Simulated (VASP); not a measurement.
Runs of VASP 6.6.1 on S. The structure is that of space group Fd-3m (No. 227), or close to it. The cells are those of the table. 

```tsv
cell	k mesh	cutoff (eV)	gap on the mesh (eV)	pressure (GPa)
a = 3.996 Å, angles 60.0°, 2 atoms	6 × 6 × 6	520	none	(a)
a = 3.930 Å, angles 60.0°, 2 atoms	6 × 6 × 6	500	none	6.1
a = 3.930 Å, angles 60.0°, 2 atoms	14 × 14 × 14	520	none	6.6
a = 3.996 Å, angles 60.0°, 2 atoms	14 × 14 × 14	520	none	3.5
```

Alike in all rows: task single point; level PBE; potentials or basis VASP PAW PBE potentials, release 64 (S); no spin polarisation; smearing gaussian 0.1 eV.

Task: Estimate the missing entries.

Result: (a) 3.0.

A gap of «none» marks levels without a gap at the run's occupations.
